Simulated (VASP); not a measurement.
# CuI (Cmcm) in VASP: notebook

The runs below take CuI through single point, with r2SCAN.

Program: VASP 6.6.1. These are calculated values, not measurements. Logs are shortened: lines on timing, memory, paths and dates and some standing lists are left out, and cuts for length are marked.

## Step 1: The cell of the first run

The structure is orthorhombic, space group Cmcm (No. 63). The conventional cell has a = 7.466 Å, b = 7.422 Å, c = 4.264 Å, α = 90.00°, β = 90.00°, γ = 90.00°. Within 3.2 Å of Cu (site symmetry m2m) lie 2 Cu at 2.44 Å and 3 I at 2.56 to 2.59 Å. Within 3.4 Å of I (site symmetry m2m) lie 3 Cu at 2.56 to 2.59 Å.

## Step 2: Single point, r2SCAN

The input, POSCAR:

```
CuI
1.0
    3.7331680000     -3.7110860000      0.0000000000
    3.7331680000      3.7110860000      0.0000000000
    0.0000000000      0.0000000000      4.2639280200
Cu I
2 2
Direct
    0.4204390000      0.5795610000      0.7500000000
    0.5795610000      0.4204390000      0.2500000000
    0.7700430000      0.2299570000      0.7500000000
    0.2299570000      0.7700430000      0.2500000000
```

The input, INCAR.step1:

```
SYSTEM = CuI
PREC = Accurate
ENCUT = 520
ISMEAR = 0
SIGMA = 0.05
LREAL = .False.
LASPH = .True.
NELM = 60
NBANDS = 26
GGA = PE
ALGO = Normal
EDIFF = 1E-4
LWAVE = .True.
LCHARG = .False.
```

The input, INCAR.step2:

```
SYSTEM = CuI
PREC = Accurate
ENCUT = 520
EDIFF = 1E-7
ISMEAR = 0
SIGMA = 0.05
LREAL = .False.
LASPH = .True.
NELM = 60
ALGO = Normal
ISIF = 2
LWAVE = .False.
LCHARG = .True.
METAGGA = R2SCAN
LMIXTAU = .True.
LELF = .True.
LVHAR = .True.
NBANDS = 26
ISTART = 1
```

The input, KPOINTS:

```
regular mesh
0
Gamma
  4 4 6
  0 0 0
```

Potentials or basis: VASP PAW PBE potentials, release 64 (Cu, I).

Command:

```sh
> cat potpaw_PBE.64/Cu/POTCAR potpaw_PBE.64/I/POTCAR > POTCAR
> cp INCAR.step1 INCAR
> mpirun -np 1 vasp_std > vasp.out
> cp INCAR.step2 INCAR
> mpirun -np 1 vasp_std > vasp.out
```

OUTCAR:

```text
SYSTEM = CuI
   PREC = Accurate
   ENCUT = 520
   EDIFF = 1E-7
   ISMEAR = 0
   LREAL = .False.
   LASPH = .True.
   NELM = 60
   ISIF = 2
   METAGGA = R2SCAN
   ISTART = 1

 ion  position               nearest neighbor table
   1  0.420  0.580  0.750-   2 2.44   2 2.44   4 2.56   4 2.56   3 2.59
   2  0.580  0.420  0.250-   1 2.44   1 2.44   3 2.56   3 2.56   4 2.59
   3  0.770  0.230  0.750-   2 2.56   2 2.56   1 2.59
   4  0.230  0.770  0.250-   1 2.56   1 2.56   2 2.59

  LATTYP: Found a base centered orthorhombic cell.
 ALAT       =     7.4221720000
 B/A-ratio  =     1.0059502798
 C/A-ratio  =     0.5744852073

  Lattice vectors:

 A1 = (  -3.7331680000,  -3.7110860000,   0.0000000000)
 A2 = (   3.7331680000,  -3.7110860000,   0.0000000000)
 A3 = (   0.0000000000,   0.0000000000,   4.2639280200)

Analysis of symmetry for initial positions (statically):
=====================================================================
 Subroutine PRICEL returns:
 Original cell was already a primitive cell.

 Routine SETGRP: Setting up the symmetry group for a
 base centered orthorhombic supercell.

 Subroutine GETGRP returns: Found  8 space group operations
 (whereof  4 operations were pure point group operations)
 out of a pool of  8 trial point group operations.

The static configuration has the point symmetry C_2h.
 The point group associated with its full space group is D_2h.

Analysis of symmetry for dynamics (positions and initial velocities):
=====================================================================
 Subroutine PRICEL returns:
 Original cell was already a primitive cell.

 Routine SETGRP: Setting up the symmetry group for a
 base centered orthorhombic supercell.

 Subroutine GETGRP returns: Found  8 space group operations
 (whereof  4 operations were pure point group operations)
 out of a pool of  8 trial point group operations.

The dynamic configuration has the point symmetry C_2h.
 The point group associated with its full space group is D_2h.

 Subroutine INISYM returns: Found  8 space group operations
 (whereof  4 operations are pure point group operations),
 and found     1 'primitive' translations

----------------------------------------------------------------------------------------

                                     Primitive cell

  volume of cell :     118.1458

  direct lattice vectors                    reciprocal lattice vectors
     3.733168000 -3.711086000  0.000000000     0.133934503 -0.134731451  0.000000000
     3.733168000  3.711086000  0.000000000     0.133934503  0.134731451  0.000000000
     0.000000000  0.000000000  4.263928020     0.000000000  0.000000000  0.234525535

  length of vectors
     5.263905643  5.263905643  4.263928020     0.189976353  0.189976353  0.234525535

  position of ions in fractional coordinates (direct lattice)
     0.420439000  0.579561000  0.750000000
     0.579561000  0.420439000  0.250000000
     0.770043000  0.229957000  0.750000000
     0.229957000  0.770043000  0.250000000

  ion indices of the primitive-cell ions
   primitive index   ion index
                 1           1
                 2           2
                 3           3
                 4           4

----------------------------------------------------------------------------------------

 KPOINTS: regular mesh

Automatic generation of k-mesh.
 Grid dimensions read from file:
 generate k-points for:    4    4    6

 Generating k-lattice:

  Cartesian coordinates                     Fractional coordinates (reciprocal lattice)
     0.033483626 -0.033682863  0.000000000     0.250000000  0.000000000  0.000000000
     0.033483626  0.033682863  0.000000000     0.000000000  0.250000000  0.000000000
     0.000000000  0.000000000  0.039087589     0.000000000  0.000000000  0.166666667

  Length of vectors
     0.047494088  0.047494088  0.039087589

  Shift w.r.t. Gamma in fractional coordinates (k-lattice)
     0.000000000  0.000000000  0.000000000

 Subroutine IBZKPT returns following result:
 ===========================================

 Found     28 irreducible k-points:

 Following reciprocal coordinates:
            Coordinates               Weight
  0.000000  0.000000  0.000000      1.000000
  0.250000 -0.000000  0.000000      4.000000
  0.500000 -0.000000  0.000000      2.000000
  0.250000  0.250000  0.000000      2.000000
  0.500000  0.250000  0.000000      4.000000
 -0.250000  0.250000  0.000000      2.000000
[... 16 lines left out ...]
  0.250000 -0.000000  0.500000      4.000000
  0.500000 -0.000000  0.500000      2.000000
 [... further k-points ...]
   k-points           NKPTS =     28   k-points in BZ     NKDIM =     28   number of bands    NBANDS=     26
   number of dos      NEDOS =    301   number of ions     NIONS =      4
   total plane-waves  NPLWV =  51200
   dimension x,y,z NGX =    40 NGY =   40 NGZ =   32
   dimension x,y,z NGXF=    80 NGYF=   80 NGZF=   64
   ions per type =               2   2
   NGX,Y,Z   is equivalent  to a cutoff of  12.63, 12.63, 12.48 a.u.
   NGXF,Y,Z  is equivalent  to a cutoff of  25.27, 25.27, 24.95 a.u.
 SYSTEM =  CuI
   PREC   = accura    normal or accurate (medium, high low for compatibility)
   ISTART =      1    job   : 0-new  1-cont  2-samecut
   ICHARG =      0    charge: 1-file 2-atom 10-const
   ISPIN  =      1    spin polarized calculation?
   LNONCOLLINEAR =      F non collinear calculations
   LSORBIT =      F    spin-orbit coupling
   LASPH  =      T    aspherical Exc in radial PAW
   ENCUT  =  520.0 eV  38.22 Ry    6.18 a.u.   9.79  9.79  7.93*2*pi/ulx,y,z
   NELM   =     60;   NELMIN=  2; NELMDL=  0     # of ELM steps
   EDIFF  = 0.1E-06   stopping-criterion for ELM
   LREAL  =      F    real-space projection
   EDIFFG = 0.1E-05   stopping-criterion for IOM
   NSW    =      0    number of steps for IOM
   IBRION =     -1    ionic relax: 0-MD 1-quasi-New 2-CG
   NFREE  =      0    steps in history (QN), initial steepest desc. (CG)
   ISIF   =      2    stress and relaxation
   ISYM   =      2    0-nonsym 1-usesym 2-fastsym
   POTIM  = 0.5000    time-step for ionic-motion
   TEBEG  =    0.0;   TEEND  =   0.0 temperature during run
   PSTRESS=    0.0 pullay stress
   NELECT =      36.0000    total number of electrons
   NUPDOWN=      -1.0000    fix difference up-down
   EMIN   =  10.00;   EMAX   =-10.00  energy-range for DOS
   EFERMI =   0.00;   METHOD = LEGACY
   ISMEAR =     0;   SIGMA  =   0.05  broadening in eV -4-tet -1-fermi 0-gaus
   EFERMI_NEDOS =   21; number of points for ismear=-14 and -15
   IALGO  =     38    algorithm
   IMIX   =      4    mixing-type and parameters
     AMIX     =   0.40;   BMIX     =  1.00
     AMIX_MAG =   1.60;   BMIX_MAG =  1.00
  volume/ion in A,a.u.               =      29.54       199.32
  Fermi-wavevector in a.u.,A,eV,Ry     =   1.101631  2.081781 16.511909  1.213591
  Thomas-Fermi vector in A             =   2.238061
   LORBIT       =      0    0 simple, 1 ext, 2 COOP (PROOUT), +10 PAW based schemes
   METAGGA = R2SCAN    functional components
   LHFCALC =     F    Hartree Fock is set to
   AEXX    =    0.0000 exact exchange contribution
   IVDW    =     0    specifies the selected vdW correction
   LEPSILON=     F    determine dielectric tensor
   LRPA    =     F    only Hartree local field effects (RPA)
 non-spin polarized calculation
 Gauss-broadening in eV      SIGMA  =   0.05
  energy-cutoff  :      520.00
  volume of cell :      118.15
 maximum number of plane-waves:      3208
   NGX = 19   NGY = 19   NGZ = 15

 number of electron      35.9999994 magnetization

 Free energy of the ion-electron system (eV)
  ---------------------------------------------------
  ext. energy  EPLUGINS =         0.00000000
  ---------------------------------------------------
  free energy    TOTEN  =       -71.36982315 eV

  energy without entropy =      -71.36982315  energy(sigma->0) =      -71.36982315

 E-fermi :   4.0544     XC(G=0):  -9.1005

 val. band max:        3.8024556396   @ k =   0.0000   0.0000   0.0000
 cond. band min:       5.1990995555   @ k =   0.0000   0.0000   0.0000
 fundamental gap:      1.3966439159
 Fermi energy:         4.0543622176

 k-point     1 :       0.0000    0.0000    0.0000
  band No.  band energies     occupation
      1     -10.6423      2.00000
      2      -9.8436      2.00000
      3      -2.0502      2.00000
      4      -0.6825      2.00000
      5      -0.4476      2.00000
      6      -0.4017      2.00000
[... 18 lines left out ...]
     25      12.3862      0.00000
     26      12.8341      0.00000

 k-point     2 :       0.2500   -0.0000    0.0000
  band No.  band energies     occupation
      1     -10.5296      2.00000
      2      -9.9593      2.00000
      3      -1.9185      2.00000
      4      -0.9344      2.00000
      5      -0.5922      2.00000
      6      -0.2790      2.00000
[... 18 lines left out ...]
     25      12.2885      0.00000
     26      12.4865      0.00000

 k-point     3 :       0.5000   -0.0000    0.0000
  band No.  band energies     occupation
      1     -10.2947      2.00000
      2     -10.1975      2.00000
      3      -1.6033      2.00000
      4      -1.3796      2.00000
      5      -0.6657      2.00000
      6      -0.0172      2.00000
[... 18 lines left out ...]
     25      11.3686      0.00000
     26      11.5150      0.00000

 k-point     4 :       0.2500    0.2500    0.0000
  band No.  band energies     occupation
      1     -10.4815      2.00000
      2      -9.9813      2.00000
      3      -2.3143      2.00000
      4      -0.6636      2.00000
      5      -0.5472      2.00000
      6      -0.1606      2.00000
[... 18 lines left out ...]
     25      10.8470      0.00000
     26      12.0933      0.00000
[... 496 lines left out ...]
      1     -10.0174      2.00000
      2     -10.0174      2.00000
      3      -1.8501      2.00000
      4      -1.8501      2.00000
      5      -0.5643      2.00000
      6      -0.5643      2.00000
[... 18 lines left out ...]
     25      10.2208      0.00000
     26      10.2208      0.00000

 k-point    23 :       0.2500   -0.0000    0.5000
  band No.  band energies     occupation
      1     -10.0014      2.00000
      2     -10.0014      2.00000
      3      -2.0536      2.00000
      4      -2.0536      2.00000
      5      -0.4304      2.00000
      6      -0.4304      2.00000
[... 18 lines left out ...]
     25      11.7760      0.00000
     26      11.7760      0.00000

 k-point    24 :       0.5000   -0.0000    0.5000
  band No.  band energies     occupation
      1      -9.9853      2.00000
      2      -9.9853      2.00000
      3      -2.2279      2.00000
      4      -2.2279      2.00000
      5      -0.3199      2.00000
      6      -0.3199      2.00000
[... 18 lines left out ...]
     25      12.8763      0.00000
     26      12.8763      0.00000

 [... further k-points ...]
[... 5 lines left out ...]
  --------------------------------------------------------------------------------------
  -------------------------------------------------------------------------------------
  Total        0.1369400      0.4856593      1.0037209      0.0000000      0.0000000      0.0000000
  in kB        1.8570450      6.5860324     13.6114737      0.0000000      0.0000000      0.0000000
  external PRESSURE =       7.3515170 kB  Pullay stress =       0.0000000 kB

 VOLUME and BASIS-vectors are now :
 -----------------------------------------------------------------------------
  energy-cutoff  :      520.00
  volume of cell :      118.15
      direct lattice vectors                 reciprocal lattice vectors
     3.733168000 -3.711086000  0.000000000     0.133934503 -0.134731451  0.000000000
     3.733168000  3.711086000  0.000000000     0.133934503  0.134731451  0.000000000
     0.000000000  0.000000000  4.263928020     0.000000000  0.000000000  0.234525535

 POSITION                                       TOTAL-FORCE (eV/Angst)
 -----------------------------------------------------------------------------------
      3.73317      0.59052      3.19795         0.000000      0.072859      0.000000
      3.73317     -0.59052      1.06598         0.000000     -0.072859      0.000000
      3.73317     -2.00431      3.19795         0.000000     -0.077778      0.000000
      3.73317      2.00431      1.06598         0.000000      0.077778      0.000000
 -----------------------------------------------------------------------------------
    total drift:                               -0.000000     -0.000000     -0.000000

  FREE ENERGIE OF THE ION-ELECTRON SYSTEM (eV)
  ---------------------------------------------------
  free  energy   TOTEN  =       -71.3698231457 eV

  energy  without entropy=      -71.3698231457  energy(sigma->0) =      -71.36982315
```

Wall time 2.8 min (1 thread of AMD EPYC 9R45 (Zen 5), shared host); peak memory 0.24 GiB.

What came out:

| Property | Result |
| --- | --- |
| Free energy | -71.3698 eV |
| Pressure | 0.7 GPa |
| Largest force | 0.078 eV/Å |
| Band gap on the k mesh | 1.40 eV |

Forces on the atoms (eV/Å):
```
Cu   0.000  0.073  0.000
Cu   0.000 -0.073  0.000
I    0.000 -0.078  0.000
I    0.000  0.078  0.000
```

Levels at points of the mesh, in eV from the valence-band top:
```csv
k point,band 16,band 17,band 18,band 19,band 20,band 21
"(0.00, 0.00, 0.00)",-1.59,-0.97,0.00,1.40,1.87,2.81
"(0.50, 0.00, 0.00)",-1.49,-1.42,-0.38,3.14,3.30,3.81
"(0.50, 0.50, 0.00)",-1.18,-0.80,-0.20,2.05,3.23,4.59
"(0.00, 0.00, 0.50)",-1.88,-1.73,-1.73,4.01,4.01,4.06
"(0.50, 0.00, 0.50)",-1.89,-1.49,-1.49,2.46,2.46,3.73
"(0.50, 0.50, 0.50)",-1.86,-1.71,-1.71,4.32,4.32,4.84
```

Caveat: the PAW data sets were made with another functional, which shifts forces and pressure a little; spin-orbit coupling is left out, which moves the levels of the heavy elements.

## Step 3: Single point, r2SCAN

This run uses another cell than the first one, of 29.69 Å³/atom.

POSCAR: that of step 2 with these lines changed.

```diff
@@ -4,3 +4,3 @@
     3.7331680000      3.7110860000      0.0000000000
-    0.0000000000      0.0000000000      4.2639280200
+    0.0000000000      0.0000000000      4.2854630100
 Cu I
```

The input, INCAR.step1:

```
SYSTEM = CuI
  ALGO = Normal
  EDIFF = 1E-4
  ENCUT = 520
  GGA = PE
  ISMEAR = 0
  LASPH = .TRUE.
  LCHARG = .FALSE.
  LREAL = .FALSE.
  LWAVE = .TRUE.
  NBANDS = 26
  NELM = 100
  PREC = Accurate
  SIGMA = 0.05
```

The input, INCAR.step2:

```
SYSTEM = CuI
  ALGO = Normal
  EDIFF = 1E-6
  ENCUT = 520
  ISIF = 2
  ISMEAR = 0
  ISTART = 1
  LASPH = .TRUE.
  LCHARG = .TRUE.
  LELF = .TRUE.
  LMIXTAU = .TRUE.
  LREAL = .FALSE.
  LVHAR = .TRUE.
  LWAVE = .FALSE.
  METAGGA = R2SCAN
  NBANDS = 26
  NELM = 100
  PREC = Accurate
  SIGMA = 0.05
```

The input, KPOINTS:

```
k-points
0
G
  4 4 6
  0 0 0
```

Potentials or basis: VASP PAW PBE potentials, release 64 (Cu, I).

Command:

```sh
> cat potpaw_PBE.64/Cu/POTCAR potpaw_PBE.64/I/POTCAR > POTCAR
> cp INCAR.step1 INCAR
> mpirun -np 1 vasp_std > vasp.out
> cp INCAR.step2 INCAR
> mpirun -np 1 vasp_std > vasp.out
```

Wall time 2.3 min (1 thread of AMD EPYC 9R45 (Zen 5), shared host); peak memory 0.24 GiB.

It converged, with:

| Quantity | Value |
| --- | --- |
| Free energy | -71.3738 eV |
| Pressure | 0.4 GPa |
| Largest force | 0.067 eV/Å |
| Band gap on the k mesh | 1.40 eV |

Forces on the atoms (eV/Å):
```
Cu   0.000  0.067  0.000
Cu   0.000 -0.067  0.000
I    0.000 -0.035  0.000
I    0.000  0.035  0.000
```

Stress tensor (GPa, compression positive):
```
0.15 0.00 0.00
0.00 0.39 0.00
0.00 0.00 0.72
```

Levels at points of the mesh, in eV from the valence-band top:
| k point | band 15 | band 16 | band 17 | band 18 | band 19 | band 20 | band 21 | band 22 |
| --- | --- | --- | --- | --- | --- | --- | --- | --- |
| (0.00, 0.00, 0.00) | -1.85 | -1.56 | -0.93 | 0.00 | 1.40 | 1.91 | 2.78 | 4.97 |
| (0.50, 0.00, 0.00) | -1.84 | -1.46 | -1.38 | -0.38 | 3.12 | 3.29 | 3.83 | 4.30 |
| (0.50, 0.50, 0.00) | -1.83 | -1.16 | -0.77 | -0.20 | 2.05 | 3.20 | 4.58 | 5.23 |
| (0.00, 0.00, 0.50) | -1.84 | -1.84 | -1.70 | -1.70 | 4.01 | 4.01 | 4.08 | 4.08 |
| (0.50, 0.00, 0.50) | -1.86 | -1.86 | -1.46 | -1.46 | 2.48 | 2.48 | 3.76 | 3.76 |
| (0.50, 0.50, 0.50) | -1.82 | -1.82 | -1.69 | -1.69 | 4.32 | 4.32 | 4.87 | 4.87 |

Caveat: the PAW data sets were made with another functional, which shifts forces and pressure a little; spin-orbit coupling is left out, which moves the levels of the heavy elements.

(Part 1 of 2 ends here.)
